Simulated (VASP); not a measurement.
# SrO (Fm-3m) in VASP: further runs

SrO is run at these levels: PBEsol; tasks: elastic constants.

Program: VASP 6.6.1. These are calculated values, not measurements. Logs are shortened: lines on timing, memory, paths and dates and some standing lists are left out, and cuts for length are marked.

## (1) The cell of the first run

Symmetry: Fm-3m, No. 225, cubic system. The conventional cell has a = 5.014 Å, b = 5.014 Å, c = 5.014 Å, α = 90.00°, β = 90.00°, γ = 90.00°. Within 3.3 Å of Sr (site symmetry m-3m) lie 6 O at 2.51 Å. Within 3.3 Å of O (site symmetry m-3m) lie 6 Sr at 2.51 Å.

## (2) Elastic constants, PBEsol

Input file INCAR:

```
SYSTEM = SrO
ALGO     = Normal         ! electronic algorithm
EDIFF    = 1E-8           ! SCF threshold, eV
ENCUT    = 600            ! plane-wave cutoff, eV
GGA      = PS             ! functional
IBRION   = 6              ! ionic algorithm
ISIF     = 3              ! what is computed and relaxed
ISMEAR   = 0              ! smearing method
LASPH    = .TRUE.         ! aspherical terms in the spheres
LCHARG   = .FALSE.        ! write CHGCAR
LREAL    = .FALSE.        ! projectors in reciprocal space
LWAVE    = .FALSE.        ! write WAVECAR
NELM     = 100            ! most SCF steps
NFREE    = 2            
NSW      = 1              ! ionic steps
POTIM    = 0.015          ! step
PREC     = Accurate       ! precision mode
SIGMA    = 0.01           ! smearing width, eV
```

Input file KPOINTS:

```
k-points
0
G
  8 8 8
  0 0 0
```

Input file POSCAR:

```
SrO
1.0
    0.0000000000      2.5067843746      2.5067843746
    2.5067843746      0.0000000000      2.5067843746
    2.5067843746      2.5067843746      0.0000000000
Sr O
1 1
Direct
    0.5000000000      0.5000000000      0.5000000000
    0.0000000000      0.0000000000      0.0000000000
```

Potentials or basis: VASP PAW PBE potentials, release 64 (Sr_sv, O).

Started as:

```
$ cat potpaw_PBE.64/Sr_sv/POTCAR potpaw_PBE.64/O/POTCAR > POTCAR
$ mpirun -np 1 vasp_std > vasp.out
```

OUTCAR:

```text
SYSTEM = SrO
   EDIFF = 1E-8
   ENCUT = 600
   GGA = PS
   IBRION = 6
   ISIF = 3
   ISMEAR = 0
   LASPH = .TRUE.
   LREAL = .FALSE.
   NELM = 100
   NFREE = 2
   NSW = 1
   POTIM = 0.015
   PREC = Accurate

 ion  position               nearest neighbor table
   1  0.500  0.500  0.500-   2 2.51   2 2.51   2 2.51   2 2.51   2 2.51   2 2.51
   2  0.000  0.000  0.000-   1 2.51   1 2.51   1 2.51   1 2.51   1 2.51   1 2.51

  LATTYP: Found a face centered cubic cell.
 ALAT       =     5.0135687492

  Lattice vectors:

 A1 = (   0.0000000000,   2.5067843746,   2.5067843746)
 A2 = (   2.5067843746,   0.0000000000,   2.5067843746)
 A3 = (   2.5067843746,   2.5067843746,   0.0000000000)

Analysis of symmetry for initial positions (statically):
=====================================================================
 Subroutine PRICEL returns:
 Original cell was already a primitive cell.

 Routine SETGRP: Setting up the symmetry group for a
 face centered cubic supercell.

 Subroutine GETGRP returns: Found 48 space group operations
 (whereof 48 operations were pure point group operations)
 out of a pool of 48 trial point group operations.

The static configuration has the point symmetry O_h .

Analysis of symmetry for dynamics (positions and initial velocities):
=====================================================================
 Subroutine PRICEL returns:
 Original cell was already a primitive cell.

 Routine SETGRP: Setting up the symmetry group for a
 face centered cubic supercell.

 Subroutine GETGRP returns: Found 48 space group operations
 (whereof 48 operations were pure point group operations)
 out of a pool of 48 trial point group operations.

The dynamic configuration has the point symmetry O_h .

 Subroutine INISYM returns: Found 48 space group operations
[... 692 lines left out ...]
      1     -29.9007      2.00000
      2     -14.5609      2.00000
      3     -12.1977      2.00000
      4     -11.9921      2.00000
      5     -10.8655      2.00000
      6       0.1560      2.00000
      7       0.9168      2.00000
      8       1.0337      2.00000
      9       8.4286      0.00000
     10       8.8037      0.00000
     11      11.7869      0.00000
     12      11.8441      0.00000

 [... further k-points ...]

------------------------ aborting loop because EDIFF is reached ----------------------------------------

  FORCE on cell =-STRESS in cart. coord.  units (eV):
  Direction    XX          YY          ZZ          XY          YZ          ZX
  --------------------------------------------------------------------------------------
  -------------------------------------------------------------------------------------
  Total        1.5335940      1.5261831      1.5261831      0.0000000      0.0000000      0.0000000
  in kB       77.9902048     77.6133262     77.6133262      0.0000000      0.0000000      0.0000000
  external PRESSURE =      77.7389524 kB  Pullay stress =       0.0000000 kB
[... 17 lines left out ...]
  FREE ENERGIE OF THE ION-ELECTRON SYSTEM (eV)
  ---------------------------------------------------
  free  energy   TOTEN  =       -12.5859938704 eV

  energy  without entropy=      -12.5859938704  energy(sigma->0) =      -12.58599387

 INTERNAL STRAIN TENSORS FROM STRAINED CELLS
 ============================================

 INTERNAL STRAIN TENSOR FOR ION    1 for displacements in x,y,z  (eV/Angst):
          X           Y           Z          XY          YZ          ZX
  --------------------------------------------------------------------------------
  x     0.00000    -0.00000     0.00000    -0.00000     0.00000    -0.00000
  y     0.00000     0.00000    -0.00000     0.00000     0.00000     0.00000
  z    -0.00000     0.00000    -0.00000     0.00000     0.00000     0.00000

 INTERNAL STRAIN TENSORS FROM DISPLACED ATOMS
 ============================================

 INTERNAL STRAIN TENSOR FOR ION    1 for displacements in x,y,z  (eV/Angst):
          X           Y           Z          XY          YZ          ZX
  --------------------------------------------------------------------------------
  x     0.00000     0.00000     0.00000     0.00000     0.00000     0.00000
  y     0.00000     0.00000     0.00000     0.00000     0.00000     0.00000
  z     0.00000     0.00000     0.00000     0.00000     0.00000     0.00000

 INTERNAL STRAIN TENSOR FOR ION    2 for displacements in x,y,z  (eV/Angst):
          X           Y           Z          XY          YZ          ZX
  --------------------------------------------------------------------------------
  x     0.00000     0.00000     0.00000     0.00000     0.00000     0.00000
  y     0.00000     0.00000     0.00000     0.00000     0.00000     0.00000
  z     0.00000     0.00000     0.00000     0.00000     0.00000     0.00000

 Eigenvectors and eigenvalues of the dynamical matrix
 ----------------------------------------------------

   1 f  =    7.459781 THz    46.871184 2PiTHz  248.831498 cm-1    30.851160 meV
             X         Y         Z           dx          dy          dz
      2.506784  2.506784  2.506784     0.000000    0.393307    0.000000
      0.000000  0.000000  0.000000     0.000000   -0.919407    0.000000
[... 21 lines left out ...]
   6 f/i=    0.002888 THz     0.018148 2PiTHz    0.096345 cm-1     0.011945 meV
             X         Y         Z           dx          dy          dz
      2.506784  2.506784  2.506784     0.000000    0.000000    0.919407
      0.000000  0.000000  0.000000     0.000000    0.000000    0.393307

--------------------------------------------------------------------------------------------------------

 ELASTIC MODULI CONTR FROM IONIC RELAXATION (kBar)
 Direction    XX          YY          ZZ          XY          YZ          ZX
 --------------------------------------------------------------------------------
 XX           0.0000      0.0000      0.0000      0.0000      0.0000      0.0000
 YY           0.0000      0.0000      0.0000      0.0000      0.0000      0.0000
 ZZ           0.0000      0.0000      0.0000      0.0000      0.0000      0.0000
 XY           0.0000      0.0000      0.0000      0.0000      0.0000      0.0000
 YZ           0.0000      0.0000      0.0000      0.0000      0.0000      0.0000
 ZX           0.0000      0.0000      0.0000      0.0000      0.0000      0.0000
 --------------------------------------------------------------------------------

 TOTAL ELASTIC MODULI (kBar)
 Direction    XX          YY          ZZ          XY          YZ          ZX
 --------------------------------------------------------------------------------
 XX        2548.6105    526.4570    526.4570      0.0000      0.0000     -0.0000
 YY         526.4570   2548.6105    526.4570     -0.0000     -0.0000      0.0000
 ZZ         526.4570    526.4570   2548.6105     -0.0000      0.0000      0.0000
 XY           0.0000     -0.0000     -0.0000    527.6766      0.0000     -0.0000
 YZ           0.0000     -0.0000      0.0000      0.0000    527.6766      0.0000
 ZX          -0.0000      0.0000      0.0000     -0.0000      0.0000    527.6766
 --------------------------------------------------------------------------------
```

OSZICAR:

```text
N       E                     dE             d eps       ncg     rms          rms(c)
DAV:   1     0.741833211006E+02    0.74183E+02   -0.90765E+03   696   0.142E+03
DAV:   2    -0.108639022764E+02   -0.85047E+02   -0.77438E+02   892   0.265E+02
DAV:   3    -0.145229616665E+02   -0.36591E+01   -0.36367E+01  1092   0.508E+01
[... 204 lines left out ...]
DAV:   4    -0.125859987391E+02   -0.83502E-05   -0.27348E-04  1696   0.145E-01    0.282E-02
DAV:   5    -0.125859953497E+02    0.33893E-05   -0.14288E-05  1676   0.355E-02    0.175E-02
DAV:   6    -0.125859938282E+02    0.15216E-05   -0.55881E-06  1660   0.280E-02    0.459E-03
DAV:   7    -0.125859938650E+02   -0.36817E-07   -0.10816E-06  1728   0.935E-03    0.168E-03
DAV:   8    -0.125859938704E+02   -0.54197E-08   -0.32497E-08  1624   0.188E-03
  17 F= -.12585994E+02 E0= -.12585994E+02  d E =-.144150E-21
```

Run time: 12 min. Hardware: 1 thread of Intel Xeon 8259CL, shared host; peak memory 0.27 GiB.

Results:

```
Elastic constants C11, C12, C44                         : 255, 53, 53 GPa
Voigt bulk modulus                                      : 120 GPa
Highest phonon frequency at Γ, LO-TO splitting left out : 249 cm⁻¹
```

Phonon frequencies in cm⁻¹ (negative: imaginary):
```csv
q point,frequencies
"(0.000, 0.000, 0.000)",0 0 0 249 249 249
```

Elastic tensor in Voigt notation (GPa, in the Cartesian axes of the cell as first typed):
```
255  53  53   0   0   0
 53 255  53   0   0   0
 53  53 255   0   0   0
  0   0   0  53   0   0
  0   0   0   0  53   0
  0   0   0   0   0  53
```

Clamped-ion elastic tensor (GPa):
```
255  53  53   0   0   0
 53 255  53   0   0   0
 53  53 255   0   0   0
  0   0   0  53   0   0
  0   0   0   0  53   0
  0   0   0   0   0  53
```

Caveat: the cell is under stress, which shifts elastic constants; the PAW data sets were made with another functional, which shifts forces and pressure a little.

(Part 1 of 2 ends here.)
